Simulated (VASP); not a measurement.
Write the native input for VASP 6.6.1 that does the following.

| Item | Value |
| --- | --- |
| Task | single point |
| Functional | LDA |
| Potentials or basis | VASP PAW LDA potentials, release 64 (Ga_d) |
| Cutoff | 520 eV |
| k mesh | 10 × 8 × 7 |
| Occupations | fermi-dirac, width 0.05 eV |
| Spin | no spin polarisation |
| Dipole correction | no |
| Further INCAR settings | ALGO = Fast; EDIFF = 1e-07; NBANDS = 20 |

The structure of Ga lies in POSCAR:

```
Ga
1.0
    2.8149844631      0.0000000000      0.0000000000
    0.0000000000      3.3247928052      0.0000000000
   -1.3611098509      0.0000000000      4.0427827924
Ga
2
Direct
    0.1345962700      0.7500000000      0.7701668300
    0.8654037300      0.2500000000      0.2298331700
```

This cell differs from its parent crystal: volume scaled by 1.04.

One way to write it, as run:

INCAR

```
SYSTEM = Ga
PREC = Accurate
ENCUT = 520
EDIFF = 1E-7
ISMEAR = -1
SIGMA = 0.05
LREAL = .FALSE.
LASPH = .TRUE.
NELM = 80
ALGO = Fast
ISIF = 2
LWAVE = .FALSE.
LCHARG = .FALSE.
NBANDS = 20
```

KPOINTS

```
Automatic mesh
0
G
  10 8 7
  0 0 0
```

Potentials or basis: VASP PAW LDA potentials, release 64 (Ga_d).

Launch:

```bash
$ cat potpaw_LDA.64/Ga_d/POTCAR > POTCAR
$ mpirun -np 1 vasp_std > vasp.out
```

Results of the run:

```
Pressure               : -4.5 GPa
Largest force          : 0.050 eV/Å
Band gap on the k mesh : zero (band 13 reaches 9.27 eV, above the bottom of band 14 at 1.29 eV)
```

Wall time 42 s on 1 thread of Intel(R) Xeon(R) 6975P-C (Granite Rapids), on a shared host, peak memory 0.21 GiB.
